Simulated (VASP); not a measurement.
# Pb in VASP: a series of runs

Pb is run at these levels: PBE; tasks: single point.

Everything below comes from runs of VASP 6.6.1. Logs are shortened: lines on timing, memory, paths and dates and some standing lists are left out, and cuts for length are marked.

### Step 1. The cell of the first run

The cell holds a slab with vacuum, 3 atoms: a = 5.657 Å, b = 5.657 Å, c = 18.309 Å, α = 90.00°, β = 90.00°, γ = 120.00°.

### Step 2. Single point, PBE

INCAR

```
SYSTEM = Pb
  PREC = Accurate
  ENCUT = 520
  EDIFF = 1E-6
  ISMEAR = -1
  SIGMA = 0.08
  LREAL = .FALSE.
  LASPH = .TRUE.
  NELM = 80
  ALGO = Normal
  ISIF = 2
  LWAVE = .FALSE.
  LCHARG = .FALSE.
  LDIPOL = .TRUE.
  IDIPOL = 3
  DIPOL = 0.5 0.5 0.500
  GGA = PE
  NBANDS = 28
```

KPOINTS

```
Automatic mesh
0
G
  8 8 1
  0 0 0
```

POSCAR

```
Pb
1.0
    5.6565235105      0.0000000000      0.0000000000
   -2.8282617552      4.8986930572      0.0000000000
    0.0000000000      0.0000000000     18.3093000000
Pb
3
Direct
    0.1666666667      0.3333333333      0.4542386060
    0.5000000000      1.0000000000      0.5228037115
    0.8333333333      0.6666666667      0.5229576823
```

Potentials or basis: VASP PAW PBE potentials, release 64 (Pb_d).

Run with:

```sh
cat potpaw_PBE.64/Pb_d/POTCAR > POTCAR
mpirun -np 1 vasp_std > vasp.out
```

OUTCAR:

```text
SYSTEM = Pb
   PREC = Accurate
   ENCUT = 520
   EDIFF = 1E-6
   ISMEAR = -1
   LREAL = .FALSE.
   LASPH = .TRUE.
   NELM = 80
   ISIF = 2
   GGA = PE

 ion  position               nearest neighbor table
   1  0.167  0.333  0.454-   2 3.50   2 3.50   2 3.50   3 3.50   3 3.50   3 3.50
   2  0.500  0.000  0.523-   3 3.27   3 3.27   3 3.27   1 3.50   1 3.50   1 3.50
   3  0.833  0.667  0.523-   2 3.27   2 3.27   2 3.27   1 3.50   1 3.50   1 3.50

  LATTYP: Found a hexagonal cell.
 ALAT       =     5.6565235105
 C/A-ratio  =     3.2368467957

  Lattice vectors:

 A1 = (   5.6565235105,   0.0000000000,   0.0000000000)
 A2 = (  -2.8282617552,   4.8986930572,   0.0000000000)
 A3 = (   0.0000000000,   0.0000000000,  18.3093000000)

Analysis of symmetry for initial positions (statically):
=====================================================================
 Subroutine PRICEL returns:
 Original cell was already a primitive cell.

 Routine SETGRP: Setting up the symmetry group for a
 hexagonal supercell.

 Subroutine GETGRP returns: Found  6 space group operations
 (whereof  2 operations were pure point group operations)
 out of a pool of 24 trial point group operations.

The static configuration has the point symmetry C_1h.
 The point group associated with its full space group is C_3v.

Analysis of symmetry for dynamics (positions and initial velocities):
=====================================================================
 Subroutine PRICEL returns:
 Original cell was already a primitive cell.

 Routine SETGRP: Setting up the symmetry group for a
 hexagonal supercell.

 Subroutine GETGRP returns: Found  6 space group operations
 (whereof  2 operations were pure point group operations)
 out of a pool of 24 trial point group operations.

The dynamic configuration has the point symmetry C_1h.
 The point group associated with its full space group is C_3v.

 Subroutine INISYM returns: Found  6 space group operations
 (whereof  2 operations are pure point group operations),
 and found     1 'primitive' translations

----------------------------------------------------------------------------------------

                                     Primitive cell

  volume of cell :     507.3429

  direct lattice vectors                    reciprocal lattice vectors
     5.656523510  0.000000000  0.000000000     0.176787031  0.102068040  0.000000000
    -2.828261755  4.898693057  0.000000000     0.000000000  0.204136080  0.000000000
     0.000000000  0.000000000 18.309300000     0.000000000  0.000000000  0.054617053

  length of vectors
     5.656523510  5.656523510 18.309300000     0.204136080  0.204136080  0.054617053

  position of ions in fractional coordinates (direct lattice)
     0.166666667  0.333333333  0.454238606
     0.500000000  0.000000000  0.522803712
     0.833333333  0.666666667  0.522957682

  ion indices of the primitive-cell ions
   primitive index   ion index
                 1           1
                 2           2
                 3           3

----------------------------------------------------------------------------------------

 KPOINTS: Automatic mesh

Automatic generation of k-mesh.
 Grid dimensions read from file:
 generate k-points for:    8    8    1

 Generating k-lattice:

  Cartesian coordinates                     Fractional coordinates (reciprocal lattice)
     0.022098379  0.012758505  0.000000000     0.125000000  0.000000000  0.000000000
     0.000000000  0.025517010  0.000000000     0.000000000  0.125000000  0.000000000
     0.000000000  0.000000000  0.054617053     0.000000000  0.000000000  1.000000000

  Length of vectors
     0.025517010  0.025517010  0.054617053

  Shift w.r.t. Gamma in fractional coordinates (k-lattice)
     0.000000000  0.000000000  0.000000000

 Subroutine IBZKPT returns following result:
 ===========================================

 Found     10 irreducible k-points:

 Following reciprocal coordinates:
            Coordinates               Weight
  0.000000  0.000000  0.000000      1.000000
  0.125000 -0.000000  0.000000      6.000000
  0.250000 -0.000000  0.000000      6.000000
  0.375000 -0.000000  0.000000      6.000000
  0.500000 -0.000000  0.000000      3.000000
  0.125000  0.125000  0.000000      6.000000
  0.250000  0.125000  0.000000     12.000000
  0.375000  0.125000  0.000000     12.000000
  0.250000  0.250000  0.000000      6.000000
  0.375000  0.250000  0.000000      6.000000
   k-points           NKPTS =     10   k-points in BZ     NKDIM =     10   number of bands    NBANDS=     28
   number of dos      NEDOS =    301   number of ions     NIONS =      3
   total plane-waves  NPLWV = 246960
   dimension x,y,z NGX =    42 NGY =   42 NGZ =  140
   dimension x,y,z NGXF=    84 NGYF=   84 NGZF=  280
   ions per type =               3
   NGX,Y,Z   is equivalent  to a cutoff of  12.34, 12.34, 12.71 a.u.
   NGXF,Y,Z  is equivalent  to a cutoff of  24.69, 24.69, 25.42 a.u.
 SYSTEM =  Pb
   PREC   = accura    normal or accurate (medium, high low for compatibility)
   ISTART =      0    job   : 0-new  1-cont  2-samecut
   ICHARG =      2    charge: 1-file 2-atom 10-const
   ISPIN  =      1    spin polarized calculation?
   LNONCOLLINEAR =      F non collinear calculations
   LSORBIT =      F    spin-orbit coupling
   LASPH  =      T    aspherical Exc in radial PAW
   ENCUT  =  520.0 eV  38.22 Ry    6.18 a.u.  10.52 10.52 34.04*2*pi/ulx,y,z
   NELM   =     80;   NELMIN=  2; NELMDL= -5     # of ELM steps
   EDIFF  = 0.1E-05   stopping-criterion for ELM
   LREAL  =      F    real-space projection
   EDIFFG = 0.1E-04   stopping-criterion for IOM
   NSW    =      0    number of steps for IOM
   IBRION =     -1    ionic relax: 0-MD 1-quasi-New 2-CG
   NFREE  =      0    steps in history (QN), initial steepest desc. (CG)
   ISIF   =      2    stress and relaxation
   ISYM   =      2    0-nonsym 1-usesym 2-fastsym
   POTIM  = 0.5000    time-step for ionic-motion
   TEBEG  =    0.0;   TEEND  =   0.0 temperature during run
   PSTRESS=    0.0 pullay stress
   NELECT =      42.0000    total number of electrons
   NUPDOWN=      -1.0000    fix difference up-down
   EMIN   =  10.00;   EMAX   =-10.00  energy-range for DOS
   EFERMI =   0.00;   METHOD = LEGACY
   ISMEAR =    -1;   SIGMA  =   0.08  broadening in eV -4-tet -1-fermi 0-gaus
   EFERMI_NEDOS =   21; number of points for ismear=-14 and -15
   IALGO  =     38    algorithm
   IMIX   =      4    mixing-type and parameters
     AMIX     =   0.40;   BMIX     =  1.00
     AMIX_MAG =   1.60;   BMIX_MAG =  1.00
  volume/ion in A,a.u.               =     169.11      1141.24
  Fermi-wavevector in a.u.,A,eV,Ry     =   0.713495  1.348309  6.926381  0.509075
  Thomas-Fermi vector in A             =   1.801147
   LORBIT       =      0    0 simple, 1 ext, 2 COOP (PROOUT), +10 PAW based schemes
   GGA     = PE    functional components
   LHFCALC =     F    Hartree Fock is set to
   AEXX    =    0.0000 exact exchange contribution
   IVDW    =     0    specifies the selected vdW correction
   LEPSILON=     F    determine dielectric tensor
   LRPA    =     F    only Hartree local field effects (RPA)
 non-spin polarized calculation
  energy-cutoff  :      520.00
  volume of cell :      507.34
 maximum number of plane-waves:     13716
   NGX = 21   NGY = 21   NGZ = 69

 number of electron      41.9999992 magnetization

 dipolmoment           0.000000      0.000000      0.046959 electrons x Angstroem

 Free energy of the ion-electron system (eV)
  ---------------------------------------------------
  ext. energy  EPLUGINS =         0.00000000
  ---------------------------------------------------
  free energy    TOTEN  =        -9.37875877 eV

  energy without entropy =       -9.35617172  energy(sigma->0) =       -9.36746525

 E-fermi :  -1.9457     XC(G=0):  -2.7063

 val. band max:       -2.0703202856   @ k =   0.2500  -0.0000   0.0000
 cond. band min:      -1.7026969226   @ k =   0.1250  -0.0000   0.0000
 fundamental gap:      0.3676233630
 Fermi energy:        -1.9456860342

 k-point     1 :       0.0000    0.0000    0.0000
  band No.  band energies     occupation
      1     -19.0131      2.00000
      2     -19.0124      2.00000
      3     -19.0124      2.00000
      4     -18.9647      2.00000
      5     -18.9647      2.00000
      6     -18.8614      2.00000
[... 20 lines left out ...]
     27       1.8281      0.00000
     28       2.3619      0.00000

 k-point     2 :       0.1250   -0.0000    0.0000
  band No.  band energies     occupation
      1     -19.0197      2.00000
      2     -19.0133      2.00000
      3     -19.0130      2.00000
      4     -18.9630      2.00000
      5     -18.9586      2.00000
      6     -18.8518      2.00000
[... 20 lines left out ...]
     27       1.9261      0.00000
     28       2.2651      0.00000

 k-point     3 :       0.2500   -0.0000    0.0000
  band No.  band energies     occupation
      1     -19.0288      2.00000
      2     -19.0157      2.00000
      3     -19.0147      2.00000
      4     -18.9582      2.00000
      5     -18.9502      2.00000
      6     -18.8331      2.00000
[... 20 lines left out ...]
     27       2.2191      0.00000
     28       2.4405      0.00000

 k-point     4 :       0.3750   -0.0000    0.0000
  band No.  band energies     occupation
      1     -19.0304      2.00000
      2     -19.0164      2.00000
      3     -19.0157      2.00000
      4     -18.9609      2.00000
      5     -18.9527      2.00000
      6     -18.8387      2.00000
[... 144 lines left out ...]
     27       2.6208      0.00000
     28       2.9398      0.00000

 k-point     9 :       0.2500    0.2500    0.0000
  band No.  band energies     occupation
      1     -19.0332      2.00000
      2     -19.0124      2.00000
      3     -19.0062      2.00000
      4     -18.9638      2.00000
      5     -18.9594      2.00000
      6     -18.8874      2.00000
[... 20 lines left out ...]
     27       2.5311      0.00000
     28       2.9152      0.00000

 k-point    10 :       0.3750    0.2500    0.0000
  band No.  band energies     occupation
      1     -19.0338      2.00000
      2     -19.0036      2.00000
      3     -19.0034      2.00000
      4     -18.9708      2.00000
      5     -18.9661      2.00000
      6     -18.9020      2.00000
[... 20 lines left out ...]
     27       2.6192      0.00000
     28       3.2923      0.00000

------------------------ aborting loop because EDIFF is reached ----------------------------------------

 vacuum level on the upper side and lower side of the slab       (xc-potential included)         0.031        -0.243

  FORCE on cell =-STRESS in cart. coord.  units (eV):
  Direction    XX          YY          ZZ          XY          YZ          ZX
  --------------------------------------------------------------------------------------
  -------------------------------------------------------------------------------------
  Total       -2.2490428     -2.2490428     -0.0431577     -0.0000000      0.0000000      0.0000000
  in kB       -7.1024262     -7.1024262     -0.1362911     -0.0000000      0.0000000      0.0000000
  external PRESSURE =      -4.7803812 kB  Pullay stress =       0.0000000 kB

 VOLUME and BASIS-vectors are now :
 -----------------------------------------------------------------------------
  energy-cutoff  :      520.00
  volume of cell :      507.34
      direct lattice vectors                 reciprocal lattice vectors
     5.656523510  0.000000000  0.000000000     0.176787031  0.102068040  0.000000000
    -2.828261755  4.898693057  0.000000000     0.000000000  0.204136080  0.000000000
     0.000000000  0.000000000 18.309300000     0.000000000  0.000000000  0.054617053

 POSITION                                       TOTAL-FORCE (eV/Angst)
 -----------------------------------------------------------------------------------
      0.00000      1.63290      8.31679        -0.000000      0.000000     -0.003568
      2.82826      0.00000      9.57217        -0.000000      0.000000      0.005630
      2.82826      3.26580      9.57499         0.000000     -0.000000     -0.002061
 -----------------------------------------------------------------------------------
    total drift:                                0.000001     -0.000000      0.001053

  FREE ENERGIE OF THE ION-ELECTRON SYSTEM (eV)
  ---------------------------------------------------
  free  energy   TOTEN  =        -9.3787587734 eV

  energy  without entropy=       -9.3561717179  energy(sigma->0) =       -9.36746525

 vacuum level on the upper side and lower side of the slab         2.083         1.839
```

Run time: 2.2 min. Hardware: 1 thread of Intel Xeon 6975P-C (Granite Rapids), shared host; peak memory 0.55 GiB.

Results:

* Free energy: -9.3788 eV
* Largest force: 0.006 eV/Å
* Band gap on the k mesh: zero (bands 21 and 22 overlap by 0.35 eV)

Forces on the atoms (eV/Å):
```
Pb   0.000  0.000 -0.004
Pb   0.000  0.000  0.006
Pb   0.000  0.000 -0.002
```

Levels at points of the mesh, in eV from the Fermi level:
```
           k point  band 18  band 19  band 20  band 21  band 22  band 23  band 24  band 25
(0.00, 0.00, 0.00)    -6.03    -0.92    -0.92    -0.86    -0.48    -0.48     0.78     2.64
(0.50, 0.00, 0.00)    -7.05    -2.51    -0.93    -0.69     1.13     2.34     2.35     2.46
```

Caveat: spin-orbit coupling is left out, which moves the levels of the heavy elements.

(Part 1 of 2 ends here.)

The gap in the log of VASP goes by the Fermi energy; the results here count the filled bands.